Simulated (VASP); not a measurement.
Al: single point with PBE+D3(BJ)

Al:

```
Al
1.0
     2.89320    0.00000    0.00000
    -1.44660    2.50558    0.00000
     0.00000    0.00000    9.64030
Al
4
Direct
  0.00000 0.00000 0.00000
  0.33333 0.66667 0.25000
  0.00000 0.00000 0.50000
  0.66667 0.33333 0.75000
```

This isn't the form of Al at room conditions, which is fcc.

```json
{
  "Program": "VASP 6.6.1",
  "Task": "single point",
  "Functional": "PBE",
  "Dispersion": "D3(BJ)",
  "Potentials or basis": "VASP PAW PBE potentials, release 64 (Al)",
  "Cutoff": "520 eV",
  "k mesh": "18 × 18 × 4",
  "Occupations": "gaussian, width 0.15 eV",
  "Spin": "no spin polarisation"
}
```

```json
{"Pressure": "-6.7 GPa", "Band gap on the k mesh": "zero (bands 6 and 7 overlap by 5.03 eV)", "Dispersion energy per atom": "-0.317 eV"}
```

Stress tensor (GPa, compression positive):
```
-6.53  0.00  0.00
 0.00 -6.53  0.00
 0.00  0.00 -6.91
```

Levels at points of the mesh, in eV from the Fermi level:
| k point | band 4 | band 5 | band 6 | band 7 | band 8 | band 9 |
| --- | --- | --- | --- | --- | --- | --- |
| (0.00, 0.00, 0.00) | -4.52 | -4.44 | 2.99 | 3.00 | 10.54 | 10.54 |
| (0.50, 0.00, 0.00) | -3.61 | -3.22 | -3.10 | 0.87 | 1.04 | 1.35 |
| (0.00, 0.00, 0.50) | -7.18 | -1.07 | -1.07 | 7.60 | 7.60 | 10.83 |
| (0.50, 0.00, 0.50) | -4.51 | -1.77 | -1.77 | -1.17 | -1.17 | 4.21 |

Wall time 96 s on 1 thread of AMD EPYC 7R13, with other jobs on the host, peak memory 0.21 GiB.

Caveat: the cell stands under tension.
